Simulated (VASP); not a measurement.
# Ge (Fd-3m) in VASP: a series of runs

The runs below take Ge through single point, with PBEsol.

All numbers are computed with VASP 6.6.1; they aren't measurements. Logs are shortened: lines on timing, memory, paths and dates and some standing lists are left out, and cuts for length are marked.

**Measured values to compare with.**

“Temperature-dependent photoluminescence in Ge: experiment and theory”, 2020, arxiv:2003.00143 reports, for a bulk crystal of Ge at 0 K: band gap 0.744 eV (indirect).

How close the calculation comes is told below.

## 1. The cell of the first run

It takes space group Fd-3m (No. 227, cubic). The conventional cell has a = 5.658 Å, b = 5.658 Å, c = 5.658 Å, α = 90.00°, β = 90.00°, γ = 90.00°. Within 3.2 Å of Ge (site symmetry -43m) lie 4 Ge at 2.45 Å.

## 2. Single point, PBEsol

INCAR reads:

```
SYSTEM = Ge
  PREC = Accurate
  ENCUT = 520
  EDIFF = 1E-6
  ISMEAR = 0
  SIGMA = 0.15
  LREAL = .FALSE.
  LASPH = .TRUE.
  NELM = 100
  ALGO = Normal
  ISIF = 2
  LWAVE = .FALSE.
  LCHARG = .FALSE.
  GGA = PS
  NBANDS = 21
```

KPOINTS reads:

```
Automatic mesh
0
G
  14 14 14
  0 0 0
```

POSCAR reads:

```
Ge
1.0
    0.0000000000      2.8287700000      2.8287700000
    2.8287700000      0.0000000000      2.8287700000
    2.8287700000      2.8287700000      0.0000000000
Ge
2
Direct
    0.5000000000      0.5000000000      0.5000000000
    0.7500000000      0.7500000000      0.7500000000
```

Potentials or basis: VASP PAW PBE potentials, release 64 (Ge_d).

Command:

```
> cat potpaw_PBE.64/Ge_d/POTCAR > POTCAR
> mpirun -np 1 vasp_std > vasp.out
```

OUTCAR:

```text
SYSTEM = Ge
   PREC = Accurate
   ENCUT = 520
   EDIFF = 1E-6
   ISMEAR = 0
   LREAL = .FALSE.
   LASPH = .TRUE.
   NELM = 100
   ISIF = 2
   GGA = PS

 ion  position               nearest neighbor table
   1  0.500  0.500  0.500-   2 2.45   2 2.45   2 2.45   2 2.45
   2  0.750  0.750  0.750-   1 2.45   1 2.45   1 2.45   1 2.45

  LATTYP: Found a face centered cubic cell.
 ALAT       =     5.6575400000

  Lattice vectors:

 A1 = (   0.0000000000,   2.8287700000,   2.8287700000)
 A2 = (   2.8287700000,   0.0000000000,   2.8287700000)
 A3 = (   2.8287700000,   2.8287700000,   0.0000000000)

Analysis of symmetry for initial positions (statically):
=====================================================================
 Subroutine PRICEL returns:
 Original cell was already a primitive cell.

 Routine SETGRP: Setting up the symmetry group for a
 face centered cubic supercell.

 Subroutine GETGRP returns: Found 48 space group operations
 (whereof 24 operations were pure point group operations)
 out of a pool of 48 trial point group operations.

The static configuration has the point symmetry T_d .
 The point group associated with its full space group is O_h .

Analysis of symmetry for dynamics (positions and initial velocities):
=====================================================================
 Subroutine PRICEL returns:
 Original cell was already a primitive cell.

 Routine SETGRP: Setting up the symmetry group for a
 face centered cubic supercell.

 Subroutine GETGRP returns: Found 48 space group operations
 (whereof 24 operations were pure point group operations)
 out of a pool of 48 trial point group operations.

The dynamic configuration has the point symmetry T_d .
 The point group associated with its full space group is O_h .

 Subroutine INISYM returns: Found 48 space group operations
 (whereof 24 operations are pure point group operations),
 and found     1 'primitive' translations

----------------------------------------------------------------------------------------

                                     Primitive cell

  volume of cell :      45.2713

  direct lattice vectors                    reciprocal lattice vectors
     0.000000000  2.828770000  2.828770000    -0.176755268  0.176755268  0.176755268
     2.828770000  0.000000000  2.828770000     0.176755268 -0.176755268  0.176755268
     2.828770000  2.828770000  0.000000000     0.176755268  0.176755268 -0.176755268

  length of vectors
     4.000484899  4.000484899  4.000484899     0.306149105  0.306149105  0.306149105

  position of ions in fractional coordinates (direct lattice)
     0.500000000  0.500000000  0.500000000
     0.750000000  0.750000000  0.750000000

  ion indices of the primitive-cell ions
   primitive index   ion index
                 1           1
                 2           2

----------------------------------------------------------------------------------------

 KPOINTS: Automatic mesh

Automatic generation of k-mesh.
 Grid dimensions read from file:
 generate k-points for:   14   14   14

 Generating k-lattice:

  Cartesian coordinates                     Fractional coordinates (reciprocal lattice)
    -0.012625376  0.012625376  0.012625376     0.071428571  0.000000000  0.000000000
     0.012625376 -0.012625376  0.012625376     0.000000000  0.071428571  0.000000000
     0.012625376  0.012625376 -0.012625376     0.000000000  0.000000000  0.071428571

  Length of vectors
     0.021867793  0.021867793  0.021867793

  Shift w.r.t. Gamma in fractional coordinates (k-lattice)
     0.000000000  0.000000000  0.000000000

 Subroutine IBZKPT returns following result:
 ===========================================

 Found    104 irreducible k-points:

 Following reciprocal coordinates:
            Coordinates               Weight
  0.000000  0.000000  0.000000      1.000000
  0.071429  0.000000  0.000000      8.000000
  0.142857  0.000000  0.000000      8.000000
  0.214286  0.000000  0.000000      8.000000
  0.285714  0.000000  0.000000      8.000000
  0.357143  0.000000  0.000000      8.000000
[... 16 lines left out ...]
  0.214286  0.142857  0.000000     24.000000
  0.285714  0.142857  0.000000     24.000000
 [... further k-points ...]
   k-points           NKPTS =    104   k-points in BZ     NKDIM =    104   number of bands    NBANDS=     21
   number of dos      NEDOS =    301   number of ions     NIONS =      2
   total plane-waves  NPLWV =  27000
   dimension x,y,z NGX =    30 NGY =   30 NGZ =   30
   dimension x,y,z NGXF=    60 NGYF=   60 NGZF=   60
   ions per type =               2
   NGX,Y,Z   is equivalent  to a cutoff of  12.47, 12.47, 12.47 a.u.
   NGXF,Y,Z  is equivalent  to a cutoff of  24.93, 24.93, 24.93 a.u.
 SYSTEM =  Ge
   PREC   = accura    normal or accurate (medium, high low for compatibility)
   ISTART =      0    job   : 0-new  1-cont  2-samecut
   ICHARG =      2    charge: 1-file 2-atom 10-const
   ISPIN  =      1    spin polarized calculation?
   LNONCOLLINEAR =      F non collinear calculations
   LSORBIT =      F    spin-orbit coupling
   LASPH  =      T    aspherical Exc in radial PAW
   ENCUT  =  520.0 eV  38.22 Ry    6.18 a.u.   7.44  7.44  7.44*2*pi/ulx,y,z
   NELM   =    100;   NELMIN=  2; NELMDL= -5     # of ELM steps
   EDIFF  = 0.1E-05   stopping-criterion for ELM
   LREAL  =      F    real-space projection
   EDIFFG = 0.1E-04   stopping-criterion for IOM
   NSW    =      0    number of steps for IOM
   IBRION =     -1    ionic relax: 0-MD 1-quasi-New 2-CG
   NFREE  =      0    steps in history (QN), initial steepest desc. (CG)
   ISIF   =      2    stress and relaxation
   ISYM   =      2    0-nonsym 1-usesym 2-fastsym
   POTIM  = 0.5000    time-step for ionic-motion
   TEBEG  =    0.0;   TEEND  =   0.0 temperature during run
   PSTRESS=    0.0 pullay stress
   NELECT =      28.0000    total number of electrons
   NUPDOWN=      -1.0000    fix difference up-down
   EMIN   =  10.00;   EMAX   =-10.00  energy-range for DOS
   EFERMI =   0.00;   METHOD = LEGACY
   ISMEAR =     0;   SIGMA  =   0.15  broadening in eV -4-tet -1-fermi 0-gaus
   EFERMI_NEDOS =   21; number of points for ismear=-14 and -15
   IALGO  =     38    algorithm
   IMIX   =      4    mixing-type and parameters
     AMIX     =   0.40;   BMIX     =  1.00
     AMIX_MAG =   1.60;   BMIX_MAG =  1.00
  volume/ion in A,a.u.               =      22.64       152.75
  Fermi-wavevector in a.u.,A,eV,Ry     =   1.394825  2.635838 26.470653  1.945538
  Thomas-Fermi vector in A             =   2.518337
   LORBIT       =      0    0 simple, 1 ext, 2 COOP (PROOUT), +10 PAW based schemes
   GGA     = PS    functional components
   LHFCALC =     F    Hartree Fock is set to
   AEXX    =    0.0000 exact exchange contribution
   IVDW    =     0    specifies the selected vdW correction
   LEPSILON=     F    determine dielectric tensor
   LRPA    =     F    only Hartree local field effects (RPA)
 non-spin polarized calculation
 Gauss-broadening in eV      SIGMA  =   0.15
  energy-cutoff  :      520.00
  volume of cell :       45.27
 maximum number of plane-waves:      1243
 NGX is ok and might be reduce to    30
   NGX = 15   NGY = 15   NGZ = 15

 number of electron      28.0000022 magnetization

 Free energy of the ion-electron system (eV)
  ---------------------------------------------------
  ext. energy  EPLUGINS =         0.00000000
  ---------------------------------------------------
  free energy    TOTEN  =        -9.87393541 eV

  energy without entropy =       -9.87333587  energy(sigma->0) =       -9.87363564

 E-fermi :   4.9057     XC(G=0): -10.1297

 val. band max:        4.8622801208   @ k =   0.0000   0.0000   0.0000
 cond. band min:       4.9855342488   @ k =   0.5000   0.0000   0.0000
 fundamental gap:      0.1232541280
 Fermi energy:         4.9057373826

 k-point     1 :       0.0000    0.0000    0.0000
  band No.  band energies     occupation
      1     -19.8996      2.00000
      2     -19.8996      2.00000
      3     -19.8996      2.00000
      4     -19.8630      2.00000
      5     -19.8630      2.00000
      6     -19.6508      2.00000
[... 13 lines left out ...]
     20      14.3437      0.00000
     21      14.3437      0.00000

 k-point     2 :       0.0714    0.0000    0.0000
  band No.  band energies     occupation
      1     -19.9029      2.00000
      2     -19.9029      2.00000
      3     -19.8988      2.00000
      4     -19.8586      2.00000
      5     -19.8586      2.00000
      6     -19.6562      2.00000
[... 13 lines left out ...]
     20      13.8500      0.00000
     21      13.8500      0.00000

 k-point     3 :       0.1429    0.0000    0.0000
  band No.  band energies     occupation
      1     -19.9094      2.00000
      2     -19.9094      2.00000
      3     -19.8964      2.00000
      4     -19.8490      2.00000
      5     -19.8490      2.00000
      6     -19.6650      2.00000
[... 13 lines left out ...]
     20      13.2860      0.00000
     21      13.2860      0.00000

 k-point     4 :       0.2143    0.0000    0.0000
  band No.  band energies     occupation
      1     -19.9155      2.00000
      2     -19.9155      2.00000
      3     -19.8929      2.00000
      4     -19.8388      2.00000
      5     -19.8388      2.00000
      6     -19.6732      2.00000
[... 13 lines left out ...]
     20      13.0740      0.00000
     21      13.0740      0.00000

 k-point     5 :       0.2857    0.0000    0.0000
  band No.  band energies     occupation
      1     -19.9199      2.00000
      2     -19.9199      2.00000
      3     -19.8889      2.00000
      4     -19.8303      2.00000
      5     -19.8303      2.00000
      6     -19.6794      2.00000
[... 13 lines left out ...]
     20      13.3442      0.00000
     21      13.3442      0.00000
[... 382 lines left out ...]
     20      13.1130      0.00000
     21      13.6654      0.00000

 k-point    22 :       0.1429    0.1429    0.0000
  band No.  band energies     occupation
      1     -19.9080      2.00000
      2     -19.9069      2.00000
      3     -19.9069      2.00000
      4     -19.8513      2.00000
      5     -19.8335      2.00000
      6     -19.6923      2.00000
[... 13 lines left out ...]
     20      12.6498      0.00000
     21      14.6904      0.00000

 k-point    23 :       0.2143    0.1429    0.0000
  band No.  band energies     occupation
      1     -19.9163      2.00000
      2     -19.9113      2.00000
      3     -19.9020      2.00000
      4     -19.8436      2.00000
      5     -19.8214      2.00000
      6     -19.7055      2.00000
[... 13 lines left out ...]
     20      13.4317      0.00000
     21      14.5955      0.00000

 k-point    24 :       0.2857    0.1429    0.0000
  band No.  band energies     occupation
      1     -19.9246      2.00000
      2     -19.9162      2.00000
      3     -19.8939      2.00000
      4     -19.8344      2.00000
      5     -19.8106      2.00000
      6     -19.7155      2.00000
[... 13 lines left out ...]
     20      14.0499      0.00000
     21      14.6290      0.00000

 [... further k-points ...]

------------------------ aborting loop because EDIFF is reached ----------------------------------------

  FORCE on cell =-STRESS in cart. coord.  units (eV):
  Direction    XX          YY          ZZ          XY          YZ          ZX
  --------------------------------------------------------------------------------------
  -------------------------------------------------------------------------------------
  Total        0.0679807      0.0679807      0.0679807      0.0000000      0.0000000     -0.0000000
  in kB        2.4058769      2.4058769      2.4058769      0.0000000      0.0000000     -0.0000000
  external PRESSURE =       2.4058769 kB  Pullay stress =       0.0000000 kB

 VOLUME and BASIS-vectors are now :
 -----------------------------------------------------------------------------
  energy-cutoff  :      520.00
  volume of cell :       45.27
      direct lattice vectors                 reciprocal lattice vectors
     0.000000000  2.828770000  2.828770000    -0.176755268  0.176755268  0.176755268
     2.828770000  0.000000000  2.828770000     0.176755268 -0.176755268  0.176755268
     2.828770000  2.828770000  0.000000000     0.176755268  0.176755268 -0.176755268

 POSITION                                       TOTAL-FORCE (eV/Angst)
 -----------------------------------------------------------------------------------
      2.82877      2.82877      2.82877         0.000000      0.000000     -0.000000
      4.24315      4.24315      4.24315        -0.000000     -0.000000      0.000000
 -----------------------------------------------------------------------------------
    total drift:                                0.000000     -0.000000     -0.000000

  FREE ENERGIE OF THE ION-ELECTRON SYSTEM (eV)
  ---------------------------------------------------
  free  energy   TOTEN  =        -9.8739354080 eV

  energy  without entropy=       -9.8733358696  energy(sigma->0) =       -9.87363564
```

Wall time 58 s (1 thread of Intel Xeon Platinum 8124M at 3.00GHz (Skylake/Cascade Lake), shared host); peak memory 0.22 GiB.

What came out:

| Quantity | Value |
| --- | --- |
| Free energy | -9.8739 eV |
| Pressure | 0.2 GPa |
| Band gap on the k mesh | zero (filled and empty bands touch) |

Levels at points of the mesh, in eV from the Fermi level:
```tsv
k point	band 11	band 12	band 13	band 14	band 15	band 16	band 17	band 18
(0.00, 0.00, 0.00)	-12.84	-0.05	-0.04	-0.04	-0.04	2.49	2.49	2.49
(0.50, 0.00, 0.00)	-10.74	-7.67	-1.45	-1.45	0.08	3.67	3.67	6.92
(0.50, 0.50, 0.00)	-8.95	-8.95	-3.13	-3.13	0.62	0.62	9.45	9.45
```

Caveat: the PAW data sets were made with another functional, which shifts forces and pressure a little.

## 3. Single point, PBEsol

INCAR reads:

```
PREC     = Accurate       # precision mode
ENCUT    = 520            # plane-wave cutoff, eV
EDIFF    = 1E-7           # SCF threshold, eV
ISMEAR   = 0              # smearing method
SIGMA    = 0.15           # smearing width, eV
LREAL    = False          # projectors in reciprocal space
LASPH    = True           # aspherical terms in the spheres
NELM     = 60             # most SCF steps
ALGO     = Normal         # electronic algorithm
ISIF     = 2              # what is computed and relaxed
LWAVE    = False          # write WAVECAR
LCHARG   = False          # write CHGCAR
GGA      = PS             # functional
NBANDS   = 21             # bands
```

KPOINTS reads:

```
Automatic mesh
0
Gamma
  16 16 16
```

POSCAR is that of step 2.

Potentials or basis: VASP PAW PBE potentials, release 64 (Ge_d).

Command:

```
> cat potpaw_PBE.64/Ge_d/POTCAR > POTCAR
> mpirun -np 1 vasp_std > vasp.out
```

OUTCAR:

```text
PREC = Accurate
   ENCUT = 520
   EDIFF = 1E-7
   ISMEAR = 0
   LREAL = False
   LASPH = True
   NELM = 60
   ISIF = 2
   GGA = PS

 ion  position               nearest neighbor table
   1  0.500  0.500  0.500-   2 2.45   2 2.45   2 2.45   2 2.45
   2  0.750  0.750  0.750-   1 2.45   1 2.45   1 2.45   1 2.45

  LATTYP: Found a face centered cubic cell.
 ALAT       =     5.6575400000

  Lattice vectors:

 A1 = (   0.0000000000,   2.8287700000,   2.8287700000)
[... 764 lines left out ...]

------------------------ aborting loop because EDIFF is reached ----------------------------------------

  FORCE on cell =-STRESS in cart. coord.  units (eV):
  Direction    XX          YY          ZZ          XY          YZ          ZX
  --------------------------------------------------------------------------------------
  -------------------------------------------------------------------------------------
  Total        0.1626241      0.1626241      0.1626241      0.0000000      0.0000000     -0.0000000
  in kB        5.7553605      5.7553605      5.7553605      0.0000000      0.0000000     -0.0000000
  external PRESSURE =       5.7553605 kB  Pullay stress =       0.0000000 kB

 VOLUME and BASIS-vectors are now :
 -----------------------------------------------------------------------------
  energy-cutoff  :      520.00
  volume of cell :       45.27
      direct lattice vectors                 reciprocal lattice vectors
     0.000000000  2.828770000  2.828770000    -0.176755268  0.176755268  0.176755268
     2.828770000  0.000000000  2.828770000     0.176755268 -0.176755268  0.176755268
     2.828770000  2.828770000  0.000000000     0.176755268  0.176755268 -0.176755268

 POSITION                                       TOTAL-FORCE (eV/Angst)
 -----------------------------------------------------------------------------------
      2.82877      2.82877      2.82877         0.000000     -0.000000     -0.000000
      4.24315      4.24315      4.24315        -0.000000      0.000000      0.000000
 -----------------------------------------------------------------------------------
    total drift:                                0.000000     -0.000000     -0.000000

  FREE ENERGIE OF THE ION-ELECTRON SYSTEM (eV)
  ---------------------------------------------------
  free  energy   TOTEN  =        -9.8742159480 eV

  energy  without entropy=       -9.8737197969  energy(sigma->0) =       -9.87396787
```

OSZICAR:

```text
N       E                     dE             d eps       ncg     rms          rms(c)
DAV:   1     0.192705477836E+03    0.19271E+03   -0.14611E+04  6879   0.362E+03
DAV:   2     0.182030122613E+02   -0.17450E+03   -0.16888E+03  6130   0.620E+02
DAV:   3    -0.907903685386E+01   -0.27282E+02   -0.27090E+02  6990   0.144E+02
DAV:   4    -0.100109591143E+02   -0.93192E+00   -0.93140E+00  6940   0.313E+01
DAV:   5    -0.100261959258E+02   -0.15237E-01   -0.15236E-01  6833   0.445E+00    0.326E+00
DAV:   6    -0.992258461848E+01    0.10361E+00   -0.36182E-02  8300   0.227E+00    0.185E+00
DAV:   7    -0.987310226378E+01    0.49482E-01   -0.58810E-02  6587   0.242E+00    0.157E-01
DAV:   8    -0.987410416554E+01   -0.10019E-02   -0.67560E-03  7021   0.114E+00    0.503E-02
DAV:   9    -0.987419882920E+01   -0.94664E-04   -0.23303E-04  7232   0.219E-01    0.120E-02
DAV:  10    -0.987421535302E+01   -0.16524E-04   -0.21422E-05  7817   0.372E-02    0.541E-03
DAV:  11    -0.987421637905E+01   -0.10260E-05   -0.54985E-06  8290   0.385E-02    0.159E-03
DAV:  12    -0.987421597397E+01    0.40508E-06   -0.96463E-07  8232   0.193E-02    0.269E-04
DAV:  13    -0.987421594801E+01    0.25961E-07   -0.17738E-08  4245   0.144E-03
   1 F= -.98742159E+01 E0= -.98739679E+01  d E =-.496151E-03
```

It took 72 s on 1 thread of AMD EPYC 9R14 (Zen 4), shared host; peak memory 0.21 GiB.

What came out:

```
Free energy            : -9.8742 eV
Pressure               : 0.6 GPa
Band gap on the k mesh : zero (filled and empty bands touch)
```

Caveat: the PAW data sets were made with another functional, which shifts forces and pressure a little.

## 4. How close it comes

Step 2. Measured gap of Ge: 0.744 eV (indirect; 0 K; “Temperature-dependent photoluminescence in Ge: experiment and theory”, 2020, arxiv:2003.00143). This calculation gives 0.00 eV (-0.74 eV). 3 values of this kind are on record (0.666 to 0.807 eV); this one was drawn at random among those near their median. Spin-orbit coupling on Ge is left out. The value is that of PBEsol on a finite k mesh, which can miss the band edges, without temperature or zero-point motion. Semilocal functionals fall short of measured gaps as a rule.

Step 3. Against the measured gap of Ge, 0.744 eV (indirect; 0 K; “Temperature-dependent photoluminescence in Ge: experiment and theory”, 2020, arxiv:2003.00143), the calculated 0.00 eV is off by -0.74 eV. 3 values of this kind are on record (0.666 to 0.807 eV); this one was drawn at random among those near their median. Spin-orbit coupling on Ge is left out. The value is that of PBEsol on a finite k mesh, which can miss the band edges, without temperature or zero-point motion. Semilocal functionals fall short of measured gaps as a rule.
